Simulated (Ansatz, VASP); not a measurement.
**Two plane-wave programs on CoSi2**

The input INCAR:

```
PREC = Accurate ; ENCUT = 520
EDIFF = 1E-7 ; ISMEAR = 0
SIGMA = 0.15 ; LREAL = F
LASPH = T ; NELM = 80
ALGO = Normal ; ISIF = 2
LWAVE = F ; LCHARG = T
GGA = PS ; LELF = T
LVHAR = T ; NBANDS = 16
```

KPOINTS

```
Automatic mesh
0
Gamma
  14 14 14
```

The input POSCAR:

```
CoSi2
1.0
    0.0000000000      2.6784009061      2.6784009061
    2.6784009061      0.0000000000      2.6784009061
    2.6784009061      2.6784009061      0.0000000000
Co Si
1 2
Direct
    0.0160744693     -0.0160744693     -0.0160744693
    0.2331347727      0.2668652273      0.2668652273
    0.7331347727      0.7668652273      0.7668652273
```

Input for Ansatz:

```yaml
crystal:
  lattice:
    - [0.0, 2.6784009061, 2.6784009061]
    - [2.6784009061, 0.0, 2.6784009061]
    - [2.6784009061, 2.6784009061, 0.0]
  atoms:
    - { symbol: Co, position: [0.0160744693, -0.0160744693, -0.0160744693] }
    - { symbol: Si, position: [0.2331347727, 0.2668652273, 0.2668652273] }
    - { symbol: Si, position: [0.7331347727, 0.7668652273, 0.7668652273] }
basis:
  ecutwfc: 520.0
kpoints:
  mp_grid: { grid: [14, 14, 14] }
hamiltonian:
  xc: pbesol
  pseudopotentials: { kind: paw, azcp: { folder: soft_1 } }
scf:
  occupations: { method: gaussian, width: 0.15 }
output:
  forces: true
  stress: true
  eigenvalues: true
```

Change from the starting cell: mode 4 frozen in at -0.090 Å, equal normal strain along x, y and z +0.0083.

Alike in both runs: task single point; functional PBEsol; k mesh 14 × 14 × 14; occupations gaussian, width 0.15 eV; no spin polarisation.

```csv
,VASP,Ansatz
version,VASP 6.6.1,Ansatz 0.2.0
potentials or method,"VASP PAW PBE potentials, release 64 (Co, Si), cutoff 520 eV","scalar-relativistic, plane waves, PAW"
valence electrons in the cell,17,25
```

VASP gave:

| Quantity | Value |
| --- | --- |
| gap on the k mesh at the Fermi level (eV) | none |
| pressure (GPa) | -2.0 |
| traceless stress, the component that is largest in VASP (GPa) | -0.90 |
| rms of the force components (eV/Å) | 0.826 |

Problem. Which values does Ansatz return?

Solution. gap on the k mesh at the Fermi level (eV): none; pressure (GPa): -2.0; traceless stress, the component that is largest in VASP (GPa): -0.86; rms of the force components (eV/Å): 0.816.

VASP's potentials were made for PBE, not for PBEsol, and Ansatz warns of the same on its side. Atom by atom the forces differ by 0.009 eV/Å (rms over components). A gap of «none» marks a metal or a gap that the smearing closes. VASP's potentials hold 17 valence electrons a cell and Ansatz's 25, so a difference there can come from the potentials and not from the codes.
